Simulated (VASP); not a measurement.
# As in VASP: relaxation of the atoms with LDA

Aim: the relaxation of the atoms of As with LDA.

Everything below comes from runs of VASP 6.6.1. Logs are shortened: lines on timing, memory, paths and dates and some standing lists are left out, and cuts for length are marked.

### Step 1. The cell of the first run

The cell holds a slab with vacuum, 8 atoms: a = 3.650 Å, b = 4.470 Å, c = 27.920 Å, α = 90.00°, β = 90.00°, γ = 90.00°.

### Step 2. Relaxation of the atoms, LDA

The input, INCAR:

```
SYSTEM = As
PREC = Accurate
ENCUT = 520
EDIFF = 1E-7
ISMEAR = 0
SIGMA = 0.1
LREAL = .False.
LASPH = .True.
NELM = 100
ALGO = Normal
ISIF = 2
LWAVE = .False.
LCHARG = .False.
LDIPOL = .True.
IDIPOL = 3
DIPOL = 0.5 0.5 0.500
IBRION = 2
NSW = 60
EDIFFG = -0.04
KPAR = 2
```

The input, KPOINTS:

```
regular mesh
0
Gamma
  7 6 1
  0 0 0
```

The input, POSCAR:

```
As
1.0
    3.6500000000      0.0000000000      0.0000000000
    0.0000000000      4.4700000000      0.0000000000
    0.0000000000      0.0000000000     27.9200001152
As
8
Selective dynamics
Direct
    0.5000000000      0.9400000000      0.3581661876  F F F
    0.0000000000      0.5600000000      0.3581661876  F F F
    0.5000000000      0.0600000000      0.4448424073  F F F
    0.0000000000      0.4400000000      0.4448424073  F F F
    0.0000000000      0.9400000000      0.5551575927  T T T
    0.5000000000      0.5600000000      0.5551575927  T T T
    0.0000000000      0.0600000000      0.6418338124  T T T
    0.5000000000      0.4400000000      0.6418338124  T T T
```

Potentials or basis: VASP PAW LDA potentials, release 64 (As).

On the command line:

```bash
$ cat potpaw_LDA.64/As/POTCAR > POTCAR
$ mpirun -np 2 vasp_std > vasp.out
```

OUTCAR:

```text
SYSTEM = As
   PREC = Accurate
   ENCUT = 520
   EDIFF = 1E-7
   ISMEAR = 0
   LREAL = .False.
   LASPH = .True.
   NELM = 100
   ISIF = 2
   IBRION = 2
   NSW = 60
   EDIFFG = -0.04

 ion  position               nearest neighbor table
   1  0.500  0.940  0.358-   3 2.48   2 2.49   2 2.49
   2  0.000  0.560  0.358-   4 2.48   1 2.49   1 2.49
   3  0.500  0.060  0.445-   1 2.48   4 2.49   4 2.49
   4  0.000  0.440  0.445-   2 2.48   3 2.49   3 2.49
   5  0.000  0.940  0.555-   7 2.48   6 2.49   6 2.49
   6  0.500  0.560  0.555-   8 2.48   5 2.49   5 2.49
   7  0.000  0.060  0.642-   5 2.48   8 2.49   8 2.49
   8  0.500  0.440  0.642-   6 2.48   7 2.49   7 2.49

  LATTYP: Found a simple orthorhombic cell.
 ALAT       =     3.6500000000
 B/A-ratio  =     1.2246575342
 C/A-ratio  =     7.6493151001

  Lattice vectors:

 A1 = (   3.6500000000,   0.0000000000,   0.0000000000)
 A2 = (   0.0000000000,   4.4700000000,   0.0000000000)
 A3 = (   0.0000000000,   0.0000000000,  27.9200001152)

Analysis of symmetry for initial positions (statically):
=====================================================================
 Subroutine PRICEL returns:
 Original cell was already a primitive cell.

 Routine SETGRP: Setting up the symmetry group for a
 simple orthorhombic supercell.

 Subroutine GETGRP returns: Found  8 space group operations
 (whereof  2 operations were pure point group operations)
 out of a pool of  8 trial point group operations.

The static configuration has the point symmetry C_1h.
 The point group associated with its full space group is D_2h.

Analysis of symmetry for dynamics (positions and initial velocities):
=====================================================================
 Subroutine PRICEL returns:
 Original cell was already a primitive cell.

 Routine SETGRP: Setting up the symmetry group for a
 simple orthorhombic supercell.

 Subroutine GETGRP returns: Found  8 space group operations
 (whereof  2 operations were pure point group operations)
 out of a pool of  8 trial point group operations.

The dynamic configuration has the point symmetry C_1h.
 The point group associated with its full space group is D_2h.

Analysis of constrained symmetry for selective dynamics:
=====================================================================
 Subroutine PRICEL returns:
 Original cell was already a primitive cell.

 Routine SETGRP: Setting up the symmetry group for a
 simple orthorhombic supercell.

 Subroutine GETGRP returns: Found  4 space group operations
 (whereof  2 operations were pure point group operations)
 out of a pool of  8 trial point group operations.

The constrained configuration has the point symmetry C_1h.
 The point group associated with its full space group is C_2v.

 Subroutine INISYM returns: Found  4 space group operations
 (whereof  2 operations are pure point group operations),
 and found     1 'primitive' translations

----------------------------------------------------------------------------------------

                                     Primitive cell

  volume of cell :     455.5288

  direct lattice vectors                    reciprocal lattice vectors
     3.650000000  0.000000000  0.000000000     0.273972603  0.000000000  0.000000000
     0.000000000  4.470000000  0.000000000     0.000000000  0.223713647  0.000000000
     0.000000000  0.000000000 27.920000115     0.000000000  0.000000000  0.035816619

  length of vectors
     3.650000000  4.470000000 27.920000115     0.273972603  0.223713647  0.035816619

  position of ions in fractional coordinates (direct lattice)
     0.500000000  0.940000000  0.358166188
     0.000000000  0.560000000  0.358166188
     0.500000000  0.060000000  0.444842407
     0.000000000  0.440000000  0.444842407
     0.000000000  0.940000000  0.555157593
     0.500000000  0.560000000  0.555157593
[... 43 lines left out ...]
  0.142857  0.000000  0.000000      2.000000
  0.285714  0.000000  0.000000      2.000000
  0.428571  0.000000  0.000000      2.000000
  0.000000  0.166667  0.000000      2.000000
  0.142857  0.166667  0.000000      4.000000
[... 8 lines left out ...]
  0.285714  0.500000  0.000000      2.000000
  0.428571  0.500000  0.000000      2.000000
   k-points           NKPTS =     16   k-points in BZ     NKDIM =     16   number of bands    NBANDS=     25
   number of dos      NEDOS =    301   number of ions     NIONS =      8
   total plane-waves  NPLWV = 211680
   dimension x,y,z NGX =    28 NGY =   36 NGZ =  210
   dimension x,y,z NGXF=    56 NGYF=   72 NGZF=  420
   ions per type =               8
   NGX,Y,Z   is equivalent  to a cutoff of  12.75, 13.39, 12.50 a.u.
   NGXF,Y,Z  is equivalent  to a cutoff of  25.51, 26.78, 25.01 a.u.
 SYSTEM =  As
   PREC   = accura    normal or accurate (medium, high low for compatibility)
   ISTART =      0    job   : 0-new  1-cont  2-samecut
   ICHARG =      2    charge: 1-file 2-atom 10-const
   ISPIN  =      1    spin polarized calculation?
   LNONCOLLINEAR =      F non collinear calculations
   LSORBIT =      F    spin-orbit coupling
   LASPH  =      T    aspherical Exc in radial PAW
   ENCUT  =  520.0 eV  38.22 Ry    6.18 a.u.   6.79  8.31 51.91*2*pi/ulx,y,z
   NELM   =    100;   NELMIN=  2; NELMDL= -5     # of ELM steps
   EDIFF  = 0.1E-06   stopping-criterion for ELM
   LREAL  =      F    real-space projection
   EDIFFG = -.4E-01   stopping-criterion for IOM
   NSW    =     60    number of steps for IOM
   IBRION =      2    ionic relax: 0-MD 1-quasi-New 2-CG
   NFREE  =      1    steps in history (QN), initial steepest desc. (CG)
   ISIF   =      2    stress and relaxation
   ISYM   =      2    0-nonsym 1-usesym 2-fastsym
   POTIM  = 0.5000    time-step for ionic-motion
   TEBEG  =    0.0;   TEEND  =   0.0 temperature during run
   PSTRESS=    0.0 pullay stress
   NELECT =      40.0000    total number of electrons
   NUPDOWN=      -1.0000    fix difference up-down
   EMIN   =  10.00;   EMAX   =-10.00  energy-range for DOS
   EFERMI =   0.00;   METHOD = LEGACY
   ISMEAR =     0;   SIGMA  =   0.10  broadening in eV -4-tet -1-fermi 0-gaus
   EFERMI_NEDOS =   21; number of points for ismear=-14 and -15
   IALGO  =     38    algorithm
   IMIX   =      4    mixing-type and parameters
     AMIX     =   0.40;   BMIX     =  1.00
     AMIX_MAG =   1.60;   BMIX_MAG =  1.00
  volume/ion in A,a.u.               =      56.94       384.26
  Fermi-wavevector in a.u.,A,eV,Ry     =   0.727651  1.375060  7.203950  0.529475
  Thomas-Fermi vector in A             =   1.818927
   LORBIT       =      0    0 simple, 1 ext, 2 COOP (PROOUT), +10 PAW based schemes
   GGA     = CA    functional components
   LHFCALC =     F    Hartree Fock is set to
   AEXX    =    0.0000 exact exchange contribution
   IVDW    =     0    specifies the selected vdW correction
   LEPSILON=     F    determine dielectric tensor
   LRPA    =     F    only Hartree local field effects (RPA)
 conjugate gradient relaxation of ions
 non-spin polarized calculation
 Gauss-broadening in eV      SIGMA  =   0.10
  energy-cutoff  :      520.00
  volume of cell :      455.53
 maximum number of plane-waves:     12302
 NGX is ok and might be reduce to    28
   NGX = 13   NGY = 17   NGZ =103

--------------------------------------- Ionic step        1  -------------------------------------------

 number of electron      39.9999996 magnetization

 Free energy of the ion-electron system (eV)
  ---------------------------------------------------
  ext. energy  EPLUGINS =         0.00000000
  ---------------------------------------------------
  free energy    TOTEN  =       -42.22883818 eV

  energy without entropy =      -42.22542718  energy(sigma->0) =      -42.22713268

------------------------ aborting loop because EDIFF is reached ----------------------------------------

  FORCE on cell =-STRESS in cart. coord.  units (eV):
  Direction    XX          YY          ZZ          XY          YZ          ZX
  --------------------------------------------------------------------------------------
  -------------------------------------------------------------------------------------
  Total       -0.6167087     -2.5902202     -1.8439747      0.0000000      0.0000000      0.0000000
  in kB       -2.1690763     -9.1102746     -6.4855939      0.0000000      0.0000000      0.0000000
  external PRESSURE =      -5.9216482 kB  Pullay stress =       0.0000000 kB
[... 107 lines left out ...]
  FREE ENERGIE OF THE ION-ELECTRON SYSTEM (eV)
  ---------------------------------------------------
  free  energy   TOTEN  =       -42.2333215279 eV

  energy  without entropy=      -42.2300695552  energy(sigma->0) =      -42.23169554

[... ionic steps 4 to 13 ...]

--------------------------------------- Ionic step       14  -------------------------------------------

 number of electron      39.9999997 magnetization

------------------------ aborting loop because EDIFF is reached ----------------------------------------
[... 73 lines left out ...]
  FREE ENERGIE OF THE ION-ELECTRON SYSTEM (eV)
  ---------------------------------------------------
  free  energy   TOTEN  =       -42.2487970395 eV

  energy  without entropy=      -42.2469974269  energy(sigma->0) =      -42.24789723

 dipolmoment           0.000000      0.000000      0.000294 electrons x Angstroem

--------------------------------------- Ionic step       16  -------------------------------------------

 number of electron      39.9999997 magnetization

 dipolmoment           0.000000      0.000000     -0.000198 electrons x Angstroem

 Free energy of the ion-electron system (eV)
  ---------------------------------------------------
  ext. energy  EPLUGINS =         0.00000000
  ---------------------------------------------------
  free energy    TOTEN  =       -42.24905367 eV

  energy without entropy =      -42.24706960  energy(sigma->0) =      -42.24806164

 E-fermi :  -0.8115     XC(G=0):  -4.3140

 val. band max:       -0.8781879757   @ k =   0.0000   0.0000   0.0000
 cond. band min:      -0.7502430711   @ k =   0.0000   0.0000   0.0000
 fundamental gap:      0.1279449046
 Fermi energy:        -0.8114682670

 k-point     1 :       0.0000    0.0000    0.0000
  band No.  band energies     occupation
      1     -15.6339      2.00000
      2     -15.3715      2.00000
      3     -13.5068      2.00000
      4     -13.0130      2.00000
      5     -10.2559      2.00000
      6     -10.1352      2.00000
[... 437 lines left out ...]
     24       1.7992      0.00000
     25       3.5196      0.00000

------------------------ aborting loop because EDIFF is reached ----------------------------------------

 vacuum level on the upper side and lower side of the slab       (xc-potential included)        -0.064        -0.060

  FORCE on cell =-STRESS in cart. coord.  units (eV):
  Direction    XX          YY          ZZ          XY          YZ          ZX
  --------------------------------------------------------------------------------------
  -------------------------------------------------------------------------------------
  Total       -0.1748807     -1.8545205     -0.6368246      0.0000000      0.0000000      0.0000000
  in kB       -0.6150870     -6.5226853     -2.2398276      0.0000000      0.0000000      0.0000000
  external PRESSURE =      -3.1258666 kB  Pullay stress =       0.0000000 kB
[... 23 lines left out ...]
  FREE ENERGIE OF THE ION-ELECTRON SYSTEM (eV)
  ---------------------------------------------------
  free  energy   TOTEN  =       -42.2490536743 eV

  energy  without entropy=      -42.2470696049  energy(sigma->0) =      -42.24806164

 reached required accuracy - stopping structural energy minimisation

 vacuum level on the upper side and lower side of the slab         3.602         3.604
```

It took 23 min on 2 MPI ranks of Intel Xeon Platinum 8259CL at 2.50GHz (Skylake/Cascade Lake), shared host; peak memory 0.43 GiB.

Results:

- Free energy: -42.2491 eV
- Energy gained by relaxing: 2.5 meV/atom
- Ionic steps: 16

The path:
| step | energy change (eV) | largest force on free atoms (eV/Å) | pressure (GPa) |
| --- | --- | --- | --- |
| 1 | 0.0000 | 0.2018 | -0.59 |
| 2 | -0.0039 | 0.0907 | -0.50 |
| 3 | -0.0045 | 0.0568 | -0.45 |
| 4 | -0.0050 | 0.0495 | -0.45 |
| 5 | -0.0061 | 0.0796 | -0.43 |
| 6 | -0.0070 | 0.1462 | -0.39 |
| 7 | -0.0072 | 0.1455 | -0.39 |
| 8 | -0.0078 | 0.1432 | -0.38 |
| 9 | -0.0089 | 0.1387 | -0.38 |
| 10 | -0.0109 | 0.1296 | -0.38 |
| 11 | -0.0144 | 0.1110 | -0.36 |
| 12 | -0.0190 | 0.0733 | -0.33 |
| 13 | -0.0160 | 0.0733 | -0.25 |
| 14 | -0.0199 | 0.0543 | -0.31 |
| 15 | -0.0200 | 0.0527 | -0.31 |
| 16 | -0.0202 | 0.0181 | -0.31 |

Final structure:
```yaml
crystal:
  lattice:
    - [3.65000, 0.00000, 0.00000]
    - [0.00000, 4.47000, 0.00000]
    - [0.00000, 0.00000, 27.92000]
  atoms:
    - { symbol: As, position: [0.50000, 0.94000, 0.35817] }
    - { symbol: As, position: [0.00000, 0.56000, 0.35817] }
    - { symbol: As, position: [0.50000, 0.06000, 0.44484] }
    - { symbol: As, position: [0.00000, 0.44000, 0.44484] }
    - { symbol: As, position: [0.00000, 0.93763, 0.54962] }
    - { symbol: As, position: [0.50000, 0.56237, 0.54962] }
    - { symbol: As, position: [0.00000, 0.06231, 0.63564] }
    - { symbol: As, position: [0.50000, 0.43769, 0.63564] }
```

Levels at points of the mesh, in eV from the Fermi level:
```csv
k point,band 17,band 18,band 19,band 20,band 21,band 22,band 23,band 24
"(0.00, 0.00, 0.00)",-1.78,-1.40,-0.78,-0.07,0.06,1.45,1.73,1.88
"(0.00, 0.50, 0.00)",-1.03,-1.02,-0.70,-0.69,1.08,1.08,1.39,1.40
```
